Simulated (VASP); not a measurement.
# Na (P6_3/mmc) in VASP: a series of runs

The runs below take Na through single point, relaxation of cell and atoms, with PBE.

Everything below comes from runs of VASP 6.6.1. Logs are shortened: lines on timing, memory, paths and dates and some standing lists are left out, and cuts for length are marked.

## (1) The cell of the first run

The structure is hexagonal, space group P6_3/mmc (No. 194). The conventional cell has a = 3.360 Å, b = 3.360 Å, c = 10.712 Å, α = 90.00°, β = 90.00°, γ = 120.00°. Na (site symmetry -3m) has 12 Na at 3.31 to 3.36 Å within 4.3 Å. Na (site symmetry -6m2) has 12 Na at 3.31 to 3.36 Å within 4.3 Å.

## (2) Single point, PBE

Contents of INCAR:

```
SYSTEM = Na
PREC = Accurate
ENCUT = 520
EDIFF = 1E-6
ISMEAR = -1
SIGMA = 0.1
LREAL = .False.
LASPH = .True.
NELM = 100
ALGO = Normal
ISIF = 2
LWAVE = .False.
LCHARG = .False.
GGA = PE
NBANDS = 22
```

Contents of KPOINTS:

```
regular mesh
0
Gamma
  8 8 5
  0 0 0
```

Contents of POSCAR:

```
Na
1.0
    3.3598690468      0.0000000000      0.0000000000
   -1.6799345234      2.9097319479      0.0000000000
    0.0000000000      0.0000000000     10.7118992174
Na
4
Direct
    0.0000000000      0.0000000000      0.0000000000
    0.0000000000      0.0000000000      0.5000000000
    0.3333333333      0.6666666667      0.2500000000
    0.6666666667      0.3333333333      0.7500000000
```

Potentials or basis: VASP PAW PBE potentials, release 64 (Na_pv).

Launch:

```
cat potpaw_PBE.64/Na_pv/POTCAR > POTCAR
mpirun -np 1 vasp_std > vasp.out
```

OUTCAR:

```text
SYSTEM = Na
   PREC = Accurate
   ENCUT = 520
   EDIFF = 1E-6
   ISMEAR = -1
   LREAL = .False.
   LASPH = .True.
   NELM = 100
   ISIF = 2
   GGA = PE

 ion  position               nearest neighbor table
   1  0.000  0.000  0.000-
   2  0.000  0.000  0.500-
   3  0.333  0.667  0.250-
   4  0.667  0.333  0.750-

  LATTYP: Found a hexagonal cell.
 ALAT       =     3.3598690468
 C/A-ratio  =     3.1881895003

  Lattice vectors:

 A1 = (   3.3598690468,   0.0000000000,   0.0000000000)
 A2 = (  -1.6799345234,   2.9097319479,   0.0000000000)
 A3 = (   0.0000000000,   0.0000000000,  10.7118992174)

Analysis of symmetry for initial positions (statically):
=====================================================================
 Subroutine PRICEL returns:
 Original cell was already a primitive cell.

 Routine SETGRP: Setting up the symmetry group for a
 hexagonal supercell.

 Subroutine GETGRP returns: Found 24 space group operations
 (whereof 12 operations were pure point group operations)
 out of a pool of 24 trial point group operations.

The static configuration has the point symmetry D_3d.
 The point group associated with its full space group is D_6h.

Analysis of symmetry for dynamics (positions and initial velocities):
=====================================================================
 Subroutine PRICEL returns:
 Original cell was already a primitive cell.

 Routine SETGRP: Setting up the symmetry group for a
 hexagonal supercell.

 Subroutine GETGRP returns: Found 24 space group operations
 (whereof 12 operations were pure point group operations)
 out of a pool of 24 trial point group operations.

The dynamic configuration has the point symmetry D_3d.
 The point group associated with its full space group is D_6h.

 Subroutine INISYM returns: Found 24 space group operations
 (whereof 12 operations are pure point group operations),
 and found     1 'primitive' translations

----------------------------------------------------------------------------------------

                                     Primitive cell

  volume of cell :     104.7229

  direct lattice vectors                    reciprocal lattice vectors
     3.359869047  0.000000000  0.000000000     0.297630648  0.171837134  0.000000000
    -1.679934523  2.909731948  0.000000000     0.000000000  0.343674269  0.000000000
     0.000000000  0.000000000 10.711899217     0.000000000  0.000000000  0.093354127

  length of vectors
     3.359869047  3.359869047 10.711899217     0.343674269  0.343674269  0.093354127

  position of ions in fractional coordinates (direct lattice)
     0.000000000  0.000000000  0.000000000
     0.000000000  0.000000000  0.500000000
     0.333333333  0.666666667  0.250000000
     0.666666667  0.333333333  0.750000000

  ion indices of the primitive-cell ions
   primitive index   ion index
                 1           1
                 2           2
                 3           3
                 4           4

----------------------------------------------------------------------------------------

 KPOINTS: regular mesh

Automatic generation of k-mesh.
 Grid dimensions read from file:
 generate k-points for:    8    8    5

 Generating k-lattice:

  Cartesian coordinates                     Fractional coordinates (reciprocal lattice)
     0.037203831  0.021479642  0.000000000     0.125000000  0.000000000  0.000000000
     0.000000000  0.042959284  0.000000000     0.000000000  0.125000000  0.000000000
     0.000000000  0.000000000  0.018670825     0.000000000  0.000000000  0.200000000

  Length of vectors
     0.042959284  0.042959284  0.018670825

  Shift w.r.t. Gamma in fractional coordinates (k-lattice)
     0.000000000  0.000000000  0.000000000

 Subroutine IBZKPT returns following result:
 ===========================================

 Found     30 irreducible k-points:

 Following reciprocal coordinates:
            Coordinates               Weight
  0.000000  0.000000  0.000000      1.000000
  0.125000 -0.000000  0.000000      6.000000
  0.250000 -0.000000  0.000000      6.000000
  0.375000 -0.000000  0.000000      6.000000
  0.500000 -0.000000  0.000000      3.000000
  0.125000  0.125000  0.000000      6.000000
[... 16 lines left out ...]
  0.250000 -0.000000  0.400000     12.000000
  0.375000 -0.000000  0.400000     12.000000
 [... further k-points ...]
   k-points           NKPTS =     30   k-points in BZ     NKDIM =     30   number of bands    NBANDS=     22
   number of dos      NEDOS =    301   number of ions     NIONS =      4
   total plane-waves  NPLWV =  62720
   dimension x,y,z NGX =    28 NGY =   28 NGZ =   80
   dimension x,y,z NGXF=    56 NGYF=   56 NGZF=  160
   ions per type =               4
   NGX,Y,Z   is equivalent  to a cutoff of  13.85, 13.85, 12.42 a.u.
   NGXF,Y,Z  is equivalent  to a cutoff of  27.71, 27.71, 24.83 a.u.
 SYSTEM =  Na
   PREC   = accura    normal or accurate (medium, high low for compatibility)
   ISTART =      0    job   : 0-new  1-cont  2-samecut
   ICHARG =      2    charge: 1-file 2-atom 10-const
   ISPIN  =      1    spin polarized calculation?
   LNONCOLLINEAR =      F non collinear calculations
   LSORBIT =      F    spin-orbit coupling
   LASPH  =      T    aspherical Exc in radial PAW
   ENCUT  =  520.0 eV  38.22 Ry    6.18 a.u.   6.25  6.25 19.92*2*pi/ulx,y,z
   NELM   =    100;   NELMIN=  2; NELMDL= -5     # of ELM steps
   EDIFF  = 0.1E-05   stopping-criterion for ELM
   LREAL  =      F    real-space projection
   EDIFFG = 0.1E-04   stopping-criterion for IOM
   NSW    =      0    number of steps for IOM
   IBRION =     -1    ionic relax: 0-MD 1-quasi-New 2-CG
   NFREE  =      0    steps in history (QN), initial steepest desc. (CG)
   ISIF   =      2    stress and relaxation
   ISYM   =      2    0-nonsym 1-usesym 2-fastsym
   POTIM  = 0.5000    time-step for ionic-motion
   TEBEG  =    0.0;   TEEND  =   0.0 temperature during run
   PSTRESS=    0.0 pullay stress
   NELECT =      28.0000    total number of electrons
   NUPDOWN=      -1.0000    fix difference up-down
   EMIN   =  10.00;   EMAX   =-10.00  energy-range for DOS
   EFERMI =   0.00;   METHOD = LEGACY
   ISMEAR =    -1;   SIGMA  =   0.10  broadening in eV -4-tet -1-fermi 0-gaus
   EFERMI_NEDOS =   21; number of points for ismear=-14 and -15
   IALGO  =     38    algorithm
   IMIX   =      4    mixing-type and parameters
     AMIX     =   0.40;   BMIX     =  1.00
     AMIX_MAG =   1.60;   BMIX_MAG =  1.00
  volume/ion in A,a.u.               =      26.18       176.68
  Fermi-wavevector in a.u.,A,eV,Ry     =   1.054663  1.993023 15.133942  1.112313
  Thomas-Fermi vector in A             =   2.189831
   LORBIT       =      0    0 simple, 1 ext, 2 COOP (PROOUT), +10 PAW based schemes
   GGA     = PE    functional components
   LHFCALC =     F    Hartree Fock is set to
   AEXX    =    0.0000 exact exchange contribution
   IVDW    =     0    specifies the selected vdW correction
   LEPSILON=     F    determine dielectric tensor
   LRPA    =     F    only Hartree local field effects (RPA)
 non-spin polarized calculation
  energy-cutoff  :      520.00
  volume of cell :      104.72
 maximum number of plane-waves:      2844
 NGX is ok and might be reduce to    28

 number of electron      27.9999965 magnetization

 Free energy of the ion-electron system (eV)
  ---------------------------------------------------
  ext. energy  EPLUGINS =         0.00000000
  ---------------------------------------------------
  free energy    TOTEN  =        -4.74294823 eV

  energy without entropy =       -4.69776574  energy(sigma->0) =       -4.72035699

 E-fermi :   1.5261     XC(G=0):  -7.4871

 val. band max:        1.5173834547   @ k =   0.3750   0.1250   0.4000
 cond. band min:       1.6049526172   @ k =   0.2500   0.2500   0.2000
 fundamental gap:      0.0875691625
 Fermi energy:         1.5260855203

 k-point     1 :       0.0000    0.0000    0.0000
  band No.  band energies     occupation
      1     -23.3017      2.00000
      2     -23.2415      2.00000
      3     -23.2415      2.00000
      4     -23.1966      2.00000
      5     -23.1966      2.00000
      6     -23.1883      2.00000
[... 14 lines left out ...]
     21      13.4105      0.00000
     22      13.8309      0.00000

 k-point     2 :       0.1250   -0.0000    0.0000
  band No.  band energies     occupation
      1     -23.2957      2.00000
      2     -23.2440      2.00000
      3     -23.2439      2.00000
      4     -23.2081      2.00000
      5     -23.2005      2.00000
      6     -23.1968      2.00000
[... 14 lines left out ...]
     21      11.3042      0.00000
     22      11.3846      0.00000

 k-point     3 :       0.2500   -0.0000    0.0000
  band No.  band energies     occupation
      1     -23.2803      2.00000
      2     -23.2580      2.00000
      3     -23.2559      2.00000
      4     -23.2340      2.00000
      5     -23.2247      2.00000
      6     -23.2094      2.00000
[... 14 lines left out ...]
     21       9.6204      0.00000
     22       9.6448      0.00000

 k-point     4 :       0.3750   -0.0000    0.0000
  band No.  band energies     occupation
      1     -23.2815      2.00000
      2     -23.2814      2.00000
      3     -23.2590      2.00000
      4     -23.2544      2.00000
      5     -23.2541      2.00000
      6     -23.2179      2.00000
[... 14 lines left out ...]
     21       8.4475      0.00000
     22       8.9071      0.00000

 k-point     5 :       0.5000   -0.0000    0.0000
  band No.  band energies     occupation
      1     -23.2926      2.00000
      2     -23.2905      2.00000
      3     -23.2695      2.00000
      4     -23.2664      2.00000
      5     -23.2369      2.00000
      6     -23.2286      2.00000
[... 14 lines left out ...]
     21       7.1816      0.00000
     22       7.2738      0.00000

 k-point     6 :       0.1250    0.1250    0.0000
  band No.  band energies     occupation
      1     -23.2847      2.00000
      2     -23.2519      2.00000
      3     -23.2514      2.00000
      4     -23.2246      2.00000
      5     -23.2163      2.00000
      6     -23.2111      2.00000
[... 14 lines left out ...]
     21       9.0777      0.00000
     22       9.4269      0.00000

 k-point     7 :       0.2500    0.1250    0.0000
  band No.  band energies     occupation
      1     -23.2716      2.00000
      2     -23.2697      2.00000
      3     -23.2627      2.00000
      4     -23.2469      2.00000
      5     -23.2446      2.00000
      6     -23.2209      2.00000
[... 324 lines left out ...]
      6     -23.2442      2.00000
[... 14 lines left out ...]
     21       6.4678      0.00000
     22       6.7731      0.00000

 k-point    21 :       0.0000    0.0000    0.4000
  band No.  band energies     occupation
      1     -23.2903      2.00000
      2     -23.2770      2.00000
      3     -23.2055      2.00000
      4     -23.1950      2.00000
      5     -23.1950      2.00000
      6     -23.1932      2.00000
[... 14 lines left out ...]
     21      13.5129      0.00000
     22      13.5151      0.00000

 k-point    22 :       0.1250   -0.0000    0.4000
  band No.  band energies     occupation
      1     -23.2859      2.00000
      2     -23.2745      2.00000
      3     -23.2138      2.00000
      4     -23.2053      2.00000
      5     -23.2047      2.00000
      6     -23.2002      2.00000
[... 14 lines left out ...]
     21      11.6931      0.00000
     22      12.0991      0.00000

 k-point    23 :       0.2500   -0.0000    0.4000
  band No.  band energies     occupation
      1     -23.2763      2.00000
      2     -23.2713      2.00000
      3     -23.2418      2.00000
      4     -23.2343      2.00000
      5     -23.2259      2.00000
      6     -23.2190      2.00000
[... 14 lines left out ...]
     21       9.1855      0.00000
     22       9.7682      0.00000

 k-point    24 :       0.3750   -0.0000    0.4000
  band No.  band energies     occupation
      1     -23.2802      2.00000
      2     -23.2750      2.00000
      3     -23.2709      2.00000
      4     -23.2637      2.00000
      5     -23.2348      2.00000
      6     -23.2257      2.00000
[... 14 lines left out ...]
     21       7.2575      0.00000
     22       8.2294      0.00000

 [... further k-points ...]

------------------------ aborting loop because EDIFF is reached ----------------------------------------

  FORCE on cell =-STRESS in cart. coord.  units (eV):
  Direction    XX          YY          ZZ          XY          YZ          ZX
  --------------------------------------------------------------------------------------
  -------------------------------------------------------------------------------------
  Total        3.3558824      3.3558824      3.3568092     -0.0000000      0.0000000      0.0000000
  in kB       51.3423220     51.3423219     51.3565010     -0.0000000      0.0000000      0.0000000
  external PRESSURE =      51.3470483 kB  Pullay stress =       0.0000000 kB

 VOLUME and BASIS-vectors are now :
 -----------------------------------------------------------------------------
  energy-cutoff  :      520.00
  volume of cell :      104.72
      direct lattice vectors                 reciprocal lattice vectors
     3.359869047  0.000000000  0.000000000     0.297630648  0.171837134  0.000000000
    -1.679934523  2.909731948  0.000000000     0.000000000  0.343674269  0.000000000
     0.000000000  0.000000000 10.711899217     0.000000000  0.000000000  0.093354127

 POSITION                                       TOTAL-FORCE (eV/Angst)
 -----------------------------------------------------------------------------------
      0.00000      0.00000      0.00000         0.000000      0.000000      0.000000
      0.00000      0.00000      5.35595         0.000000      0.000000      0.000000
     -0.00000      1.93982      2.67797         0.000000      0.000000      0.000000
      1.67993      0.96991      8.03392        -0.000000     -0.000000     -0.000000
 -----------------------------------------------------------------------------------
    total drift:                                0.000000     -0.000000      0.000000

  FREE ENERGIE OF THE ION-ELECTRON SYSTEM (eV)
  ---------------------------------------------------
  free  energy   TOTEN  =        -4.7429482300 eV

  energy  without entropy=       -4.6977657442  energy(sigma->0) =       -4.72035699
```

It took 63 s on 1 thread of Intel Xeon Platinum 8259CL at 2.50GHz (Skylake/Cascade Lake), shared host; peak memory 0.24 GiB.

Results:

```yaml
Free_energy: -4.7429 eV
Pressure: 5.1 GPa
Band_gap_on_the_k_mesh: zero (band 14 reaches 2.77 eV, above the bottom of band 15 at -1.19 eV)
```

## (3) Relaxation of cell and atoms, PBE, target pressure 5.1 GPa, at which the enthalpy is minimised

This run uses another cell than the first one: it holds 2 atoms, not 4.

Contents of INCAR:

```
SYSTEM = Na
PREC = Accurate
ENCUT = 600
EDIFF = 1E-6
ISMEAR = -1
SIGMA = 0.1
LREAL = .False.
LASPH = .True.
NELM = 60
ALGO = Normal
ISIF = 3
LWAVE = .False.
LCHARG = .False.
GGA = PE
IBRION = 2
NSW = 60
EDIFFG = -0.005
PSTRESS = 51.0
```

Contents of KPOINTS:

```
regular mesh
0
Gamma
  13 13 7
  0 0 0
```

Contents of POSCAR:

```
Na
1.0
    3.3415491559      0.0000000000      0.0000000000
   -1.6707745780      2.8938664570      0.0000000000
    0.0000000000      0.0000000000      5.4133096326
Na
2
Direct
    0.3333333333      0.6666666667      0.2500000000
    0.6666666667      0.3333333333      0.7500000000
```

Potentials or basis: VASP PAW PBE potentials, release 64 (Na_pv).

Launch:

```
cat potpaw_PBE.64/Na_pv/POTCAR > POTCAR
mpirun -np 1 vasp_std > vasp.out
```

It took 2.9 min on 1 thread of Intel Xeon Platinum 8259CL at 2.50GHz (Skylake/Cascade Lake), shared host; peak memory 0.2 GiB.

It converged, with:

```
Free energy                                            : -2.3733 eV
Relaxed volume                                         : 26.23 Å³/atom
Relaxed cell                                           : a = 3.326 Å, b = 3.326 Å, c = 5.477 Å, α = 90.00°, β = 90.00°, γ = 120.00°
Space group after relaxing (to 0.05 Å)                 : P6_3/mmc (No. 194)
Energy change on relaxing (the enthalpy is what falls) : -2.1 meV/atom
Ionic steps                                            : 10
Pressure after relaxing                                : 5.1 GPa
Band gap on the k mesh                                 : zero (band 7 reaches 3.29 eV, above the bottom of band 8 at -0.86 eV)
```

Step by step:
| step | energy change (eV) | largest force (eV/Å) | pressure (GPa) | volume (Å³) |
| --- | --- | --- | --- | --- |
| 1 | 0.0000 | 0.0000 | 5.07 | 52.35 |
| 2 | 0.0009 | 0.0000 | 5.18 | 52.31 |
| 3 | 0.0040 | 0.0000 | 5.20 | 52.21 |
| 4 | 0.0109 | 0.0000 | 5.31 | 52.00 |
| 5 | 0.0058 | 0.0000 | 5.26 | 52.15 |
| 6 | 0.0020 | 0.0000 | 5.19 | 52.27 |
| 7 | -0.0015 | 0.0000 | 5.14 | 52.37 |
| 8 | -0.0018 | 0.0000 | 5.14 | 52.38 |
| 9 | -0.0025 | 0.0000 | 5.12 | 52.41 |
| 10 | -0.0042 | 0.0000 | 5.10 | 52.46 |

Final structure:
```xyz
2
Lattice="3.3258 0.0000 0.0000 -1.6629 2.8802 0.0000 0.0000 0.0000 5.4766" Properties=species:S:1:pos:R:3 pbc="T T T"
Na    0.0000    1.9201    1.3692
Na    1.6629    0.9601    4.1075
```

Levels at points of the mesh, in eV from the Fermi level:
```
           k point  band 4  band 5  band 6  band 7  band 8  band 9  band 10  band 11
(0.00, 0.00, 0.00)  -24.74  -24.74  -24.74   -4.10    0.54    1.28    12.13    12.13
```

Caveat: the cell is relaxed towards a set pressure, so the enthalpy falls and the energy may rise.
